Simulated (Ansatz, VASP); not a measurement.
# SnO2 in VASP and in Ansatz

The input INCAR:

```
SYSTEM = SnO2
PREC = Accurate ; ENCUT = 520
EDIFF = 1E-7 ; ISMEAR = 0
SIGMA = 0.05 ; LREAL = .FALSE.
LASPH = .TRUE. ; NELM = 100
ALGO = Normal ; ISIF = 2
LWAVE = .FALSE. ; LCHARG = .FALSE.
NBANDS = 35
```

The input KPOINTS:

```
Automatic mesh
0
G
  6 6 8
  0 0 0
```

POSCAR

```
SnO2
1.0
    4.5796333318      0.0000000000      0.0000000000
    0.0000000000      4.5825190854      0.0000000000
    0.0000000000      0.0000000000      3.2857199819
Sn O
2 4
Direct
    0.5000000000      0.5000000000      0.5000000000
    0.0000000000      0.0000000000      0.0000000000
    0.3055669685      0.3065721192      0.0000000000
    0.8055669685      0.1934278808      0.5000000000
    0.1944330315      0.8065721192      0.5000000000
    0.6944330315      0.6934278808      0.0000000000
```

Input for Ansatz:

```yaml
crystal:
  lattice:
    - [4.5796333318, 0.0, 0.0]
    - [0.0, 4.5825190854, 0.0]
    - [0.0, 0.0, 3.2857199819]
  atoms:
    - { symbol: Sn, position: [0.5, 0.5, 0.5] }
    - { symbol: Sn, position: [0.0, 0.0, 0.0] }
    - { symbol: O, position: [0.3055669685, 0.3065721192, 0.0] }
    - { symbol: O, position: [0.8055669685, 0.1934278808, 0.5] }
    - { symbol: O, position: [0.1944330315, 0.8065721192, 0.5] }
    - { symbol: O, position: [0.6944330315, 0.6934278808, 0.0] }
basis:
  ecutwfc: 420
kpoints:
  mp_grid: { grid: [6, 6, 8] }
hamiltonian:
  xc: lda
scf:
  occupations: { method: gaussian, width: 0.05 }
output:
  forces: true
  stress: true
  eigenvalues: true
```

Change from the starting cell: strain -0.030 along x and y, +0.030 along z, atoms carried along.

Alike in both runs: task single point; functional LDA; k mesh 6 × 6 × 8; occupations gaussian, width 0.05 eV; no spin polarisation.

|  | VASP | Ansatz |
| --- | --- | --- |
| version | VASP 6.6.1 | Ansatz 0.2.0 |
| potentials or method | VASP PAW LDA potentials, release 64 (Sn_d, O), cutoff 520 eV | scalar-relativistic, plane waves, PAW |
| valence electrons in the cell | 52 | 52 |

Ansatz gave:

```
gap on the k mesh at the Fermi level (eV)                     : 1.39
least direct gap on the mesh (eV)                             : 1.39
pressure (GPa)                                                : 5.3
traceless stress, the component that is largest in VASP (GPa) : -8.13
rms of the force components (eV/Å)                            : 0.111
```

Q: What did VASP give for the same quantities?

A: gap on the k mesh at the Fermi level (eV): 1.42; least direct gap on the mesh (eV): 1.42; pressure (GPa): 6.5; traceless stress, the component that is largest in VASP (GPa): -7.98; rms of the force components (eV/Å): 0.113.

LDA's correlation is that of Perdew and Zunger in VASP and of Perdew and Wang (1992) in Ansatz. Atom by atom the forces differ by 0.002 eV/Å (rms over components).
